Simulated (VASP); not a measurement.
# HfN (F-43m) in VASP: single point with LDA

Aim: the single point of HfN with LDA.

Program: VASP 6.6.1. These are calculated values, not measurements. Logs are shortened: lines on timing, memory, paths and dates and some standing lists are left out, and cuts for length are marked.

## Step 1: The cell of the first run

It takes space group F-43m (No. 216, cubic). Conventional cell: a = 4.910 Å, b = 4.910 Å, c = 4.910 Å, α = 90.00°, β = 90.00°, γ = 90.00°. Hf (site symmetry -43m) has 4 N at 2.13 Å within 2.8 Å. Within 2.8 Å of N (site symmetry -43m) lie 4 Hf at 2.13 Å.

## Step 2: Single point, LDA

Input file INCAR:

```
PREC = Accurate
ENCUT = 520
EDIFF = 1E-6
ISMEAR = 0
SIGMA = 0.15
LREAL = F
LASPH = T
NELM = 80
ALGO = Normal
ISIF = 2
LWAVE = F
LCHARG = T
GGA = CA
LELF = T
LVHAR = T
NBANDS = 14
```

Input file KPOINTS:

```
regular mesh
0
Gamma
  16 16 16
```

Input file POSCAR:

```
HfN
1.0
    0.0000000000      2.4548220000      2.4548220000
    2.4548220000      0.0000000000      2.4548220000
    2.4548220000      2.4548220000      0.0000000000
Hf N
1 1
Direct
    0.0000000000      0.0000000000      0.0000000000
    0.7500000000      0.7500000000      0.7500000000
```

Potentials or basis: VASP PAW LDA potentials, release 64 (Hf_pv, N).

Launch:

```console
$ cat potpaw_LDA.64/Hf_pv/POTCAR potpaw_LDA.64/N/POTCAR > POTCAR
$ mpirun -np 1 vasp_std > vasp.out
```

OUTCAR:

```text
PREC = Accurate
   ENCUT = 520
   EDIFF = 1E-6
   ISMEAR = 0
   LREAL = F
   LASPH = T
   NELM = 80
   ISIF = 2
   GGA = CA

 ion  position               nearest neighbor table
   1  0.000  0.000  0.000-   2 2.13   2 2.13   2 2.13   2 2.13
   2  0.750  0.750  0.750-   1 2.13   1 2.13   1 2.13   1 2.13

  LATTYP: Found a face centered cubic cell.
 ALAT       =     4.9096440000

  Lattice vectors:

 A1 = (   0.0000000000,   2.4548220000,   2.4548220000)
 A2 = (   2.4548220000,   0.0000000000,   2.4548220000)
 A3 = (   2.4548220000,   2.4548220000,   0.0000000000)

Analysis of symmetry for initial positions (statically):
=====================================================================
 Subroutine PRICEL returns:
 Original cell was already a primitive cell.

 Routine SETGRP: Setting up the symmetry group for a
 face centered cubic supercell.

 Subroutine GETGRP returns: Found 24 space group operations
 (whereof 24 operations were pure point group operations)
 out of a pool of 48 trial point group operations.

The static configuration has the point symmetry T_d .

Analysis of symmetry for dynamics (positions and initial velocities):
=====================================================================
 Subroutine PRICEL returns:
 Original cell was already a primitive cell.

 Routine SETGRP: Setting up the symmetry group for a
 face centered cubic supercell.

 Subroutine GETGRP returns: Found 24 space group operations
 (whereof 24 operations were pure point group operations)
 out of a pool of 48 trial point group operations.

The dynamic configuration has the point symmetry T_d .

 Subroutine INISYM returns: Found 24 space group operations
 (whereof 24 operations are pure point group operations),
 and found     1 'primitive' translations

----------------------------------------------------------------------------------------

                                     Primitive cell

  volume of cell :      29.5863

  direct lattice vectors                    reciprocal lattice vectors
     0.000000000  2.454822000  2.454822000    -0.203680756  0.203680756  0.203680756
     2.454822000  0.000000000  2.454822000     0.203680756 -0.203680756  0.203680756
     2.454822000  2.454822000  0.000000000     0.203680756  0.203680756 -0.203680756

  length of vectors
     3.471642566  3.471642566  3.471642566     0.352785417  0.352785417  0.352785417

  position of ions in fractional coordinates (direct lattice)
     0.000000000  0.000000000  0.000000000
     0.750000000  0.750000000  0.750000000

  ion indices of the primitive-cell ions
   primitive index   ion index
                 1           1
                 2           2
[... 86 lines left out ...]
   EFERMI =   0.00;   METHOD = LEGACY
   ISMEAR =     0;   SIGMA  =   0.15  broadening in eV -4-tet -1-fermi 0-gaus
   EFERMI_NEDOS =   21; number of points for ismear=-14 and -15
   IALGO  =     38    algorithm
   IMIX   =      4    mixing-type and parameters
     AMIX     =   0.40;   BMIX     =  1.00
     AMIX_MAG =   1.60;   BMIX_MAG =  1.00
  volume/ion in A,a.u.               =      14.79        99.83
  Fermi-wavevector in a.u.,A,eV,Ry     =   1.305395  2.466839 23.185087  1.704056
  Thomas-Fermi vector in A             =   2.436267
   LORBIT       =      0    0 simple, 1 ext, 2 COOP (PROOUT), +10 PAW based schemes
   GGA     = CA    functional components
   LHFCALC =     F    Hartree Fock is set to
   AEXX    =    0.0000 exact exchange contribution
   IVDW    =     0    specifies the selected vdW correction
   LEPSILON=     F    determine dielectric tensor
   LRPA    =     F    only Hartree local field effects (RPA)
 non-spin polarized calculation
 Gauss-broadening in eV      SIGMA  =   0.15
  energy-cutoff  :      520.00
  volume of cell :       29.59
 maximum number of plane-waves:       821
 NGX is ok and might be reduce to    28
   NGX = 13   NGY = 13   NGZ = 13

 number of electron      15.0000001 magnetization

 Free energy of the ion-electron system (eV)
  ---------------------------------------------------
  ext. energy  EPLUGINS =         0.00000000
  ---------------------------------------------------
  free energy    TOTEN  =       -23.01938550 eV

  energy without entropy =      -23.01226163  energy(sigma->0) =      -23.01582356

 E-fermi :   5.5727     XC(G=0): -11.5066

 val. band max:        5.5296065906   @ k =  -0.3750   0.2500   0.1250
 cond. band min:       5.6140592425   @ k =   0.3125   0.1875   0.0000
 fundamental gap:      0.0844526519
 Fermi energy:         5.5727111309

 k-point     1 :       0.0000    0.0000    0.0000
  band No.  band energies     occupation
      1     -25.3656      2.00000
      2     -25.3656      2.00000
      3     -25.3656      2.00000
      4     -10.3451      2.00000
      5       0.1188      2.00000
      6       0.1188      2.00000
      7       0.1188      2.00000
      8       4.9487      2.00000
      9       7.6890      0.00000
     10       7.6890      0.00000
     11      12.1112      0.00000
     12      12.1112      0.00000
     13      12.1112      0.00000
     14      16.9629      0.00000
[... 377 lines left out ...]
      1     -25.4123      2.00000
      2     -25.3783      2.00000
      3     -25.3693      2.00000
      4     -10.2192      2.00000
      5      -0.1096      2.00000
      6       0.1828      2.00000
      7       0.2192      2.00000
      8       5.4938      1.54292
      9       7.3930      0.00000
     10       7.6538      0.00000
     11      11.9315      0.00000
     12      12.1681      0.00000
     13      12.4275      0.00000
     14      16.9561      0.00000

 [... further k-points ...]

------------------------ aborting loop because EDIFF is reached ----------------------------------------

  FORCE on cell =-STRESS in cart. coord.  units (eV):
  Direction    XX          YY          ZZ          XY          YZ          ZX
  --------------------------------------------------------------------------------------
  -------------------------------------------------------------------------------------
  Total       -1.8389945     -1.8389945     -1.8389945      0.0000000      0.0000000      0.0000000
  in kB      -99.5866197    -99.5866197    -99.5866197      0.0000000      0.0000000      0.0000000
  external PRESSURE =     -99.5866197 kB  Pullay stress =       0.0000000 kB

 VOLUME and BASIS-vectors are now :
 -----------------------------------------------------------------------------
  energy-cutoff  :      520.00
  volume of cell :       29.59
      direct lattice vectors                 reciprocal lattice vectors
     0.000000000  2.454822000  2.454822000    -0.203680756  0.203680756  0.203680756
     2.454822000  0.000000000  2.454822000     0.203680756 -0.203680756  0.203680756
     2.454822000  2.454822000  0.000000000     0.203680756  0.203680756 -0.203680756

 POSITION                                       TOTAL-FORCE (eV/Angst)
 -----------------------------------------------------------------------------------
      0.00000      0.00000      0.00000        -0.000000      0.000000      0.000000
      3.68223      3.68223      3.68223         0.000000     -0.000000     -0.000000
 -----------------------------------------------------------------------------------
    total drift:                                0.000000      0.000000      0.000000

  FREE ENERGIE OF THE ION-ELECTRON SYSTEM (eV)
  ---------------------------------------------------
  free  energy   TOTEN  =       -23.0193855007 eV

  energy  without entropy=      -23.0122616290  energy(sigma->0) =      -23.01582356
```

OSZICAR:

```text
N       E                     dE             d eps       ncg     rms          rms(c)
DAV:   1     0.390911404252E+02    0.39091E+02   -0.77307E+03  4060   0.977E+02
DAV:   2    -0.243252022534E+02   -0.63416E+02   -0.59498E+02  5518   0.224E+02
DAV:   3    -0.266054006642E+02   -0.22802E+01   -0.22698E+01  4720   0.349E+01
DAV:   4    -0.266180591035E+02   -0.12658E-01   -0.12656E-01  4846   0.311E+00
DAV:   5    -0.266181959017E+02   -0.13680E-03   -0.13680E-03  4750   0.285E-01    0.548E+01
DAV:   6    -0.232383300499E+02    0.33799E+01   -0.13264E+01  4162   0.245E+01    0.403E+01
DAV:   7    -0.230600743514E+02    0.17826E+00   -0.73415E-01  4354   0.649E+00    0.253E+01
DAV:   8    -0.230268584824E+02    0.33216E-01   -0.12287E-01  4774   0.302E+00    0.638E+00
DAV:   9    -0.230195766756E+02    0.72818E-02   -0.19121E-02  4654   0.105E+00    0.165E+00
DAV:  10    -0.230194379143E+02    0.13876E-03   -0.12852E-03  4948   0.306E-01    0.343E-01
DAV:  11    -0.230193865016E+02    0.51413E-04   -0.14757E-04  4768   0.104E-01    0.634E-02
DAV:  12    -0.230193856133E+02    0.88833E-06   -0.15577E-05  5374   0.306E-02    0.249E-02
DAV:  13    -0.230193855007E+02    0.11258E-06   -0.36693E-07  2804   0.575E-03
   1 F= -.23019386E+02 E0= -.23015824E+02  d E =-.712387E-02
```

Run time: 55 s. Hardware: 1 thread of AMD EPYC 7R13 (Zen 3), shared host; peak memory 0.16 GiB.

What came out:

- Free energy: -23.0194 eV
- Pressure: -10.0 GPa
- Band gap on the k mesh: zero (an odd number of electrons rules out a gap without spin polarisation)

Levels at points of the mesh, in eV from the Fermi level:
```tsv
k point	band 3	band 4	band 5	band 6	band 7	band 8	band 9	band 10	band 11	band 12
(0.00, 0.00, 0.00)	-30.94	-15.92	-5.45	-5.45	-5.45	-0.62	2.12	2.12	6.54	6.54
(0.50, 0.00, 0.00)	-31.00	-14.80	-5.67	-4.87	-4.87	1.54	2.63	2.63	4.24	5.20
(0.50, 0.50, 0.00)	-31.10	-14.42	-6.91	-3.58	-3.58	-1.11	2.10	3.90	4.60	4.60
```

Caveat: the cell stands under tension; spin-orbit coupling is left out, which moves the levels of the heavy elements.
